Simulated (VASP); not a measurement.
# MgS (R-3m) in VASP: a series of runs

The runs below take MgS through electric field gradients, with PBEsol.

All numbers are computed with VASP 6.6.1; they aren't measurements. Logs are shortened: lines on timing, memory, paths and dates and some standing lists are left out, and cuts for length are marked.

### Step 1. The cell of the first run

Symmetry: R-3m, No. 166, trigonal system. The conventional cell has a = 3.698 Å, b = 3.698 Å, c = 8.922 Å, α = 90.00°, β = 90.00°, γ = 120.00°. Within 3.4 Å of Mg (site symmetry -3m) lie 6 S at 2.60 Å. Within 3.4 Å of S (site symmetry -3m) lie 6 Mg at 2.60 Å.

### Step 2. Electric field gradients, PBEsol (equal xy, yz and zx shear strains of -1 %)

Input file INCAR:

```
ALGO     = Normal         # electronic algorithm
EDIFF    = 1E-8           # SCF threshold, eV
ENCUT    = 520            # plane-wave cutoff, eV
GGA      = PS             # functional
ISIF     = 2              # what is computed and relaxed
ISMEAR   = -1             # smearing method
LASPH    = True           # aspherical terms in the spheres
LCHARG   = False          # write CHGCAR
LEFG     = True         
LREAL    = False          # projectors in reciprocal space
LWAVE    = False          # write WAVECAR
NBANDS   = 11             # bands
NELM     = 60             # most SCF steps
PREC     = Accurate       # precision mode
SIGMA    = 0.03           # smearing width, eV
```

Input file KPOINTS:

```
k-points
0
Gamma
  10 10 10
```

Input file POSCAR:

```
MgS
1.0
   -0.0260165000      2.5886417500      2.5886417500
    2.5886417500     -0.0260165000      2.5886417500
    2.5886417500      2.5886417500     -0.0260165000
Mg S
1 1
Direct
    0.0000000000      0.0000000000      0.0000000000
    0.5000000000      0.5000000000      0.5000000000
```

Potentials or basis: VASP PAW PBE potentials, release 64 (Mg, S).

Launch:

```
> cat potpaw_PBE.64/Mg/POTCAR potpaw_PBE.64/S/POTCAR > POTCAR
> mpirun -np 1 vasp_std > vasp.out
```

OUTCAR:

```text
EDIFF = 1E-8
   ENCUT = 520
   GGA = PS
   ISIF = 2
   ISMEAR = -1
   LASPH = True
   LREAL = False
   NELM = 60
   PREC = Accurate

 ion  position               nearest neighbor table
   1  0.000  0.000  0.000-   2 2.60   2 2.60   2 2.60   2 2.60   2 2.60   2 2.60
   2  0.500  0.500  0.500-   1 2.60   1 2.60   1 2.60   1 2.60   1 2.60   1 2.60

  LATTYP: Found a trigonal (rhomboedric) cell.
 ALAT       =     3.6609847142
 COS(alpha) =     0.4899250057

  Lattice vectors:

 A1 = (  -0.0260165000,   2.5886417500,   2.5886417500)
 A2 = (   2.5886417500,  -0.0260165000,   2.5886417500)
 A3 = (   2.5886417500,   2.5886417500,  -0.0260165000)

Analysis of symmetry for initial positions (statically):
=====================================================================
 Subroutine PRICEL returns:
 Original cell was already a primitive cell.

 Routine SETGRP: Setting up the symmetry group for a
 trigonal (rhombohedral) supercell.

 Subroutine GETGRP returns: Found 12 space group operations
 (whereof 12 operations were pure point group operations)
 out of a pool of 12 trial point group operations.

The static configuration has the point symmetry D_3d.

Analysis of symmetry for dynamics (positions and initial velocities):
=====================================================================
 Subroutine PRICEL returns:
 Original cell was already a primitive cell.

 Routine SETGRP: Setting up the symmetry group for a
 trigonal (rhombohedral) supercell.

 Subroutine GETGRP returns: Found 12 space group operations
 (whereof 12 operations were pure point group operations)
 out of a pool of 12 trial point group operations.

The dynamic configuration has the point symmetry D_3d.

 Subroutine INISYM returns: Found 12 space group operations
 (whereof 12 operations are pure point group operations),
 and found     1 'primitive' translations

----------------------------------------------------------------------------------------

                                     Primitive cell

  volume of cell :      35.2163

  direct lattice vectors                    reciprocal lattice vectors
    -0.026016500  2.588641750  2.588641750    -0.190263774  0.192195386  0.192195386
     2.588641750 -0.026016500  2.588641750     0.192195386 -0.190263774  0.192195386
     2.588641750  2.588641750 -0.026016500     0.192195386  0.192195386 -0.190263774

  length of vectors
     3.660984714  3.660984714  3.660984714     0.331780706  0.331780706  0.331780706

  position of ions in fractional coordinates (direct lattice)
     0.000000000  0.000000000  0.000000000
     0.500000000  0.500000000  0.500000000

  ion indices of the primitive-cell ions
   primitive index   ion index
                 1           1
                 2           2

----------------------------------------------------------------------------------------

 KPOINTS: k-points

Automatic generation of k-mesh.
 Grid dimensions read from file:
 generate k-points for:   10   10   10

 Generating k-lattice:

  Cartesian coordinates                     Fractional coordinates (reciprocal lattice)
    -0.019026377  0.019219539  0.019219539     0.100000000 -0.000000000 -0.000000000
     0.019219539 -0.019026377  0.019219539    -0.000000000  0.100000000 -0.000000000
     0.019219539  0.019219539 -0.019026377    -0.000000000 -0.000000000  0.100000000

  Length of vectors
     0.033178071  0.033178071  0.033178071

  Shift w.r.t. Gamma in fractional coordinates (k-lattice)
     0.000000000  0.000000000  0.000000000

 Subroutine IBZKPT returns following result:
 ===========================================

 Found    116 irreducible k-points:

 Following reciprocal coordinates:
            Coordinates               Weight
  0.000000  0.000000  0.000000      1.000000
  0.100000  0.000000  0.000000      6.000000
  0.200000  0.000000  0.000000      6.000000
  0.300000  0.000000 -0.000000      6.000000
  0.400000 -0.000000 -0.000000      6.000000
  0.500000  0.000000 -0.000000      3.000000
[... 16 lines left out ...]
  0.300000  0.300000 -0.000000      6.000000
  0.400000  0.300000 -0.000000     12.000000
 [... further k-points ...]
   k-points           NKPTS =    116   k-points in BZ     NKDIM =    116   number of bands    NBANDS=     11
   number of dos      NEDOS =    301   number of ions     NIONS =      2
   total plane-waves  NPLWV =  21952
   dimension x,y,z NGX =    28 NGY =   28 NGZ =   28
   dimension x,y,z NGXF=    56 NGYF=   56 NGZF=   56
   ions per type =               1   1
   NGX,Y,Z   is equivalent  to a cutoff of  12.71, 12.71, 12.71 a.u.
   NGXF,Y,Z  is equivalent  to a cutoff of  25.43, 25.43, 25.43 a.u.
 SYSTEM =  unknown system
   PREC   = accura    normal or accurate (medium, high low for compatibility)
   ISTART =      0    job   : 0-new  1-cont  2-samecut
   ICHARG =      2    charge: 1-file 2-atom 10-const
   ISPIN  =      1    spin polarized calculation?
   LNONCOLLINEAR =      F non collinear calculations
   LSORBIT =      F    spin-orbit coupling
   LASPH  =      T    aspherical Exc in radial PAW
   ENCUT  =  520.0 eV  38.22 Ry    6.18 a.u.   6.81  6.81  6.81*2*pi/ulx,y,z
   NELM   =     60;   NELMIN=  2; NELMDL= -5     # of ELM steps
   EDIFF  = 0.1E-07   stopping-criterion for ELM
   LREAL  =      F    real-space projection
   EDIFFG = 0.1E-06   stopping-criterion for IOM
   NSW    =      0    number of steps for IOM
   IBRION =     -1    ionic relax: 0-MD 1-quasi-New 2-CG
   NFREE  =      0    steps in history (QN), initial steepest desc. (CG)
   ISIF   =      2    stress and relaxation
   ISYM   =      2    0-nonsym 1-usesym 2-fastsym
   POTIM  = 0.5000    time-step for ionic-motion
   TEBEG  =    0.0;   TEEND  =   0.0 temperature during run
   PSTRESS=    0.0 pullay stress
   NELECT =       8.0000    total number of electrons
   NUPDOWN=      -1.0000    fix difference up-down
   EMIN   =  10.00;   EMAX   =-10.00  energy-range for DOS
   EFERMI =   0.00;   METHOD = LEGACY
   ISMEAR =    -1;   SIGMA  =   0.03  broadening in eV -4-tet -1-fermi 0-gaus
   EFERMI_NEDOS =   21; number of points for ismear=-14 and -15
   IALGO  =     38    algorithm
   IMIX   =      4    mixing-type and parameters
     AMIX     =   0.40;   BMIX     =  1.00
     AMIX_MAG =   1.60;   BMIX_MAG =  1.00
  volume/ion in A,a.u.               =      17.61       118.83
  Fermi-wavevector in a.u.,A,eV,Ry     =   0.998903  1.887654 13.576004  0.997808
  Thomas-Fermi vector in A             =   2.131158
   LORBIT       =      0    0 simple, 1 ext, 2 COOP (PROOUT), +10 PAW based schemes
   GGA     = PS    functional components
   LHFCALC =     F    Hartree Fock is set to
   AEXX    =    0.0000 exact exchange contribution
   IVDW    =     0    specifies the selected vdW correction
   LEPSILON=     F    determine dielectric tensor
   LRPA    =     F    only Hartree local field effects (RPA)
 non-spin polarized calculation
  energy-cutoff  :      520.00
  volume of cell :       35.22
 maximum number of plane-waves:       960
   NGX = 13   NGY = 13   NGZ = 13

 number of electron       8.0000000 magnetization

 Free energy of the ion-electron system (eV)
  ---------------------------------------------------
  ext. energy  EPLUGINS =         0.00000000
  ---------------------------------------------------
  free energy    TOTEN  =        -9.07184160 eV

  energy without entropy =       -9.07184160  energy(sigma->0) =       -9.07184160

 E-fermi :   4.3630     XC(G=0):  -9.8370

 val. band max:        3.7659446655   @ k =   0.0000   0.0000   0.0000
 cond. band min:       6.3766948857   @ k =   0.5000   0.5000  -0.0000
 fundamental gap:      2.6107502202
 Fermi energy:         4.3629737227

 k-point     1 :       0.0000    0.0000    0.0000
  band No.  band energies     occupation
      1      -9.0075      2.00000
      2       3.6315      2.00000
      3       3.6315      2.00000
      4       3.7659      2.00000
      5       7.2648      0.00000
      6      11.4458      0.00000
      7      11.4458      0.00000
      8      11.7082      0.00000
      9      13.9897      0.00000
     10      13.9897      0.00000
     11      15.9629      0.00000
[... 309 lines left out ...]
 k-point    24 :       0.4000    0.3000   -0.0000
  band No.  band energies     occupation
      1      -7.7074      2.00000
      2       0.0199      2.00000
      3       1.9641      2.00000
      4       2.3523      2.00000
      5       7.5679      0.00000
      6       8.7386      0.00000
      7      13.0428      0.00000
      8      14.1698      0.00000
      9      15.6472      0.00000
     10      16.9246      0.00000
     11      20.2065      0.00000

 [... further k-points ...]
[... 5 lines left out ...]
  --------------------------------------------------------------------------------------
  -------------------------------------------------------------------------------------
  Total       -0.2485113     -0.2485113     -0.2485113      0.1158203      0.1158203      0.1158203
  in kB      -11.3060999    -11.3060999    -11.3060999      5.2692830      5.2692830      5.2692830
  external PRESSURE =     -11.3060999 kB  Pullay stress =       0.0000000 kB

 VOLUME and BASIS-vectors are now :
 -----------------------------------------------------------------------------
  energy-cutoff  :      520.00
  volume of cell :       35.22
      direct lattice vectors                 reciprocal lattice vectors
    -0.026016500  2.588641750  2.588641750    -0.190263774  0.192195386  0.192195386
     2.588641750 -0.026016500  2.588641750     0.192195386 -0.190263774  0.192195386
     2.588641750  2.588641750 -0.026016500     0.192195386  0.192195386 -0.190263774

 POSITION                                       TOTAL-FORCE (eV/Angst)
 -----------------------------------------------------------------------------------
      0.00000      0.00000      0.00000        -0.000000      0.000000     -0.000000
      2.57563      2.57563      2.57563         0.000000     -0.000000      0.000000
 -----------------------------------------------------------------------------------
    total drift:                                0.000000      0.000000      0.000000

  FREE ENERGIE OF THE ION-ELECTRON SYSTEM (eV)
  ---------------------------------------------------
  free  energy   TOTEN  =        -9.0718415972 eV

  energy  without entropy=       -9.0718415972  energy(sigma->0) =       -9.07184160

 Electric field gradients (V/A^2)
---------------------------------------------------------------------
 ion       V_xx      V_yy      V_zz      V_xy      V_xz      V_yz
---------------------------------------------------------------------
   1      -0.000     0.000     0.000     0.167     0.167     0.167
   2       0.000     0.000    -0.000    -2.692    -2.692    -2.692
---------------------------------------------------------------------

 Electric field gradients after diagonalization (V/A^2)
 (convention: |V_zz| > |V_xx| > |V_yy|)
----------------------------------------------------------------------
 ion       V_xx      V_yy      V_zz     asymmetry (V_yy - V_xx)/ V_zz
----------------------------------------------------------------------
   1      -0.167    -0.167     0.334       0.000
   2       2.692     2.692    -5.383       0.000
----------------------------------------------------------------------

           NMR quadrupolar parameters

 Cq : quadrupolar parameter    Cq=e*Q*V_zz/h
 eta: asymmetry parameters     (V_yy - V_xx)/ V_zz
 Q  : nuclear electric quadrupole moment in mb (millibarn)
----------------------------------------------------------------------
 ion       Cq(MHz)       eta       Q (mb)
----------------------------------------------------------------------
   1       0.001       0.000       1.000
   2      -0.013       0.000       1.000
----------------------------------------------------------------------
```

It took 60 s on 1 thread of Intel Xeon 8259CL, shared host; peak memory 0.19 GiB.

What came out:

* Free energy: -9.0718 eV
* Pressure: -1.1 GPa
* Band gap on the k mesh: 2.61 eV (least direct gap 3.50 eV)
* Largest electric field gradient by atom: Mg +0.3; S -5.4 V/Å²

Electric field gradients, principal values (V/Å²):
```csv
atom,least,middle,greatest (by size)
1 Mg,-0.167,-0.167,0.334
2 S,2.692,2.692,-5.383
```

Caveat: the cell differs from its parent crystal (equal xy, yz and zx shear strains of -1 %); without QUAD_EFG the Cq values of the log hold for a quadrupole moment of 1 mb, not for the nuclei; the PAW data sets were made with another functional, which shifts forces and pressure a little. A k mesh can miss the band edges.

### Step 3. Electric field gradients, PBEsol (equal xy, yz and zx shear strains of +1 %)

Input file INCAR:

```
SYSTEM = MgS
ALGO = Normal
EDIFF = 1E-8
ENCUT = 520
GGA = PS
ISIF = 2
ISMEAR = -1
LASPH = .True.
LCHARG = .False.
LEFG = .True.
LREAL = .False.
LWAVE = .False.
NBANDS = 11
NELM = 80
PREC = Accurate
SIGMA = 0.03
```

Input file KPOINTS:

```
k-points
0
Gamma
  10 10 10
  0 0 0
```

Input file POSCAR:

```
MgS
1.0
    0.0260165000      2.6146582500      2.6146582500
    2.6146582500      0.0260165000      2.6146582500
    2.6146582500      2.6146582500      0.0260165000
Mg S
1 1
Direct
    0.0000000000      0.0000000000      0.0000000000
    0.5000000000      0.5000000000      0.5000000000
```

Potentials or basis: VASP PAW PBE potentials, release 64 (Mg, S).

Launch:

```
> cat potpaw_PBE.64/Mg/POTCAR potpaw_PBE.64/S/POTCAR > POTCAR
> mpirun -np 1 vasp_std > vasp.out
```

OUTCAR:

```text
SYSTEM = MgS
   EDIFF = 1E-8
   ENCUT = 520
   GGA = PS
   ISIF = 2
   ISMEAR = -1
   LASPH = .True.
   LREAL = .False.
   NELM = 80
   PREC = Accurate

 ion  position               nearest neighbor table
   1  0.000  0.000  0.000-   2 2.60   2 2.60   2 2.60   2 2.60   2 2.60   2 2.60
   2  0.500  0.500  0.500-   1 2.60   1 2.60   1 2.60   1 2.60   1 2.60   1 2.60

  LATTYP: Found a trigonal (rhomboedric) cell.
 ALAT       =     3.6977766816
 COS(alpha) =     0.5099250056

  Lattice vectors:

 A1 = (   0.0260165000,   2.6146582500,   2.6146582500)
 A2 = (   2.6146582500,   0.0260165000,   2.6146582500)
 A3 = (   2.6146582500,   2.6146582500,   0.0260165000)

Analysis of symmetry for initial positions (statically):
=====================================================================
 Subroutine PRICEL returns:
 Original cell was already a primitive cell.

 Routine SETGRP: Setting up the symmetry group for a
 trigonal (rhombohedral) supercell.

[... 525 lines left out ...]
     0.026016500  2.614658250  2.614658250    -0.194107681  0.192195290  0.192195290
     2.614658250  0.026016500  2.614658250     0.192195290 -0.194107681  0.192195290
     2.614658250  2.614658250  0.026016500     0.192195290  0.192195290 -0.194107681

 POSITION                                       TOTAL-FORCE (eV/Angst)
 -----------------------------------------------------------------------------------
      0.00000      0.00000      0.00000         0.000000     -0.000000      0.000000
      2.62767      2.62767      2.62767        -0.000000      0.000000     -0.000000
 -----------------------------------------------------------------------------------
    total drift:                                0.000000      0.000000      0.000000

  FREE ENERGIE OF THE ION-ELECTRON SYSTEM (eV)
  ---------------------------------------------------
  free  energy   TOTEN  =        -9.0718155964 eV

  energy  without entropy=       -9.0718155964  energy(sigma->0) =       -9.07181560

 Electric field gradients (V/A^2)
---------------------------------------------------------------------
 ion       V_xx      V_yy      V_zz      V_xy      V_xz      V_yz
---------------------------------------------------------------------
   1       0.000     0.000    -0.000    -0.165    -0.165    -0.165
   2      -0.000    -0.000    -0.000     2.750     2.750     2.750
---------------------------------------------------------------------

 Electric field gradients after diagonalization (V/A^2)
 (convention: |V_zz| > |V_xx| > |V_yy|)
----------------------------------------------------------------------
 ion       V_xx      V_yy      V_zz     asymmetry (V_yy - V_xx)/ V_zz
----------------------------------------------------------------------
   1       0.165     0.165    -0.329       0.000
   2      -2.750    -2.750     5.499       0.000
----------------------------------------------------------------------

           NMR quadrupolar parameters

 Cq : quadrupolar parameter    Cq=e*Q*V_zz/h
 eta: asymmetry parameters     (V_yy - V_xx)/ V_zz
 Q  : nuclear electric quadrupole moment in mb (millibarn)
----------------------------------------------------------------------
 ion       Cq(MHz)       eta       Q (mb)
----------------------------------------------------------------------
   1      -0.001       0.000       1.000
   2       0.013       0.000       1.000
----------------------------------------------------------------------
```

OSZICAR:

```text
N       E                     dE             d eps       ncg     rms          rms(c)
DAV:   1     0.213451439186E+02    0.21345E+02   -0.36508E+03  2672   0.599E+02
DAV:   2    -0.806861762595E+01   -0.29414E+02   -0.27918E+02  3233   0.991E+01
DAV:   3    -0.943464748563E+01   -0.13660E+01   -0.13639E+01  3145   0.229E+01
DAV:   4    -0.944263970292E+01   -0.79922E-02   -0.79915E-02  3014   0.211E+00
DAV:   5    -0.944270955788E+01   -0.69855E-04   -0.69854E-04  3192   0.195E-01    0.411E+00
DAV:   6    -0.911565580065E+01    0.32705E+00   -0.69316E-01  2935   0.323E+00    0.310E+00
DAV:   7    -0.907475146056E+01    0.40904E-01   -0.18353E-01  3103   0.181E+00    0.192E+00
DAV:   8    -0.907204833503E+01    0.27031E-02   -0.10460E-02  2837   0.587E-01    0.737E-01
DAV:   9    -0.907182634143E+01    0.22199E-03   -0.51311E-04  2969   0.125E-01    0.319E-01
DAV:  10    -0.907181515328E+01    0.11188E-04   -0.15158E-04  2996   0.546E-02    0.800E-03
DAV:  11    -0.907181584253E+01   -0.68925E-06   -0.17173E-06  3067   0.830E-03    0.175E-02
DAV:  12    -0.907181569052E+01    0.15201E-06   -0.20318E-07  3049   0.244E-03    0.421E-03
DAV:  13    -0.907181559954E+01    0.90980E-07   -0.72709E-08  2977   0.112E-03    0.189E-04
DAV:  14    -0.907181559638E+01    0.31670E-08   -0.86176E-10  1660   0.199E-04
   1 F= -.90718156E+01 E0= -.90718156E+01  d E =-.293875E-11
```

stdout:

```text
POSCAR found type information on POSCAR MgS
 POSCAR found :  2 types and       2 ions
 scaLAPACK will be used
 -----------------------------------------------------------------------------
|                                                                             |
|                                                                             |
|     You enforced a specific xc type in the INCAR file but a different       |
|     I HOPE YOU KNOW WHAT YOU ARE DOING!                                     |
|                                                                             |
 -----------------------------------------------------------------------------

 LDA part: xc-table for (Slater+PW92), standard interpolation
 POSCAR, INCAR and KPOINTS ok, starting setup
 FFT: planning ... GRIDC
 FFT: planning ... GRID_SOFT
 FFT: planning ... GRID
 WAVECAR not read
 entering main loop
ion   1

ion   2
```

Wall time 57 s (1 thread of Intel Xeon 8259CL, shared host); peak memory 0.19 GiB.

What came out:

```yaml
Free_energy: -9.0718 eV
Pressure: -1.1 GPa
Band_gap_on_the_k_mesh: 2.65 eV (least direct gap 3.54 eV)
Largest_electric_field_gradient_by_atom: Mg -0.3; S +5.5 V/Å²
```

Stress tensor (GPa, compression positive):
```
-1.13 -0.54 -0.54
-0.54 -1.13 -0.54
-0.54 -0.54 -1.13
```

Electric field gradients, principal values (V/Å²):
| atom | least | middle | greatest (by size) |
| --- | --- | --- | --- |
| 1 Mg | 0.165 | 0.165 | -0.329 |
| 2 S | -2.750 | -2.750 | 5.499 |

Caveat: the cell differs from its parent crystal (equal xy, yz and zx shear strains of +1 %); without QUAD_EFG the Cq values of the log hold for a quadrupole moment of 1 mb, not for the nuclei; the PAW data sets were made with another functional, which shifts forces and pressure a little.
